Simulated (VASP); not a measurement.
Set up this calculation in VASP 6.6.1, as the native input.

| Property | Result |
| --- | --- |
| Task | single point |
| Functional | PBE |
| Potentials or basis | VASP PAW PBE potentials, release 64 (Cl, Li_sv) |
| Cutoff | 750 eV |
| k mesh | 6 × 6 × 6 |
| Occupations | gaussian, width 0.01 eV |
| Spin | no spin polarisation |
| Dipole correction | no |
| Further INCAR settings | ALGO = Normal; EDIFF = 1e-06; NBANDS = 12 |

The structure of LiCl lies in POSCAR:

```
LiCl
1.0
    0.0000000000      2.5647700000      2.5647700000
    2.5647700000      0.0000000000      2.5647700000
    2.5647700000      2.5647700000      0.0000000000
Cl Li
1 1
Direct
    0.5000000000      0.5000000000      0.5000000000
    0.0000000000      0.0000000000      0.0000000000
```

One way to write it, as run:

INCAR

```
PREC = Accurate ; ENCUT = 750
EDIFF = 1E-6 ; ISMEAR = 0
SIGMA = 0.01 ; LREAL = F
LASPH = T ; NELM = 120
ALGO = Normal ; ISIF = 2
LWAVE = F ; LCHARG = T
GGA = PE ; LELF = T
LVHAR = T ; NBANDS = 12
GGA_COMPAT = F
```

KPOINTS

```
regular mesh
0
Gamma
  6 6 6
```

Potentials or basis: VASP PAW PBE potentials, release 64 (Cl, Li_sv).

Launch:

```console
$ cat potpaw_PBE.64/Cl/POTCAR potpaw_PBE.64/Li_sv/POTCAR > POTCAR
$ mpirun -np 1 vasp_std > vasp.out
```

It gave:

| Item | Value |
| --- | --- |
| Pressure | 0.3 GPa |
| Band gap on the k mesh | 6.33 eV |

Run time: 17 s on 1 thread of Intel Xeon 8259CL, with other jobs on the host, peak memory 0.17 GiB.
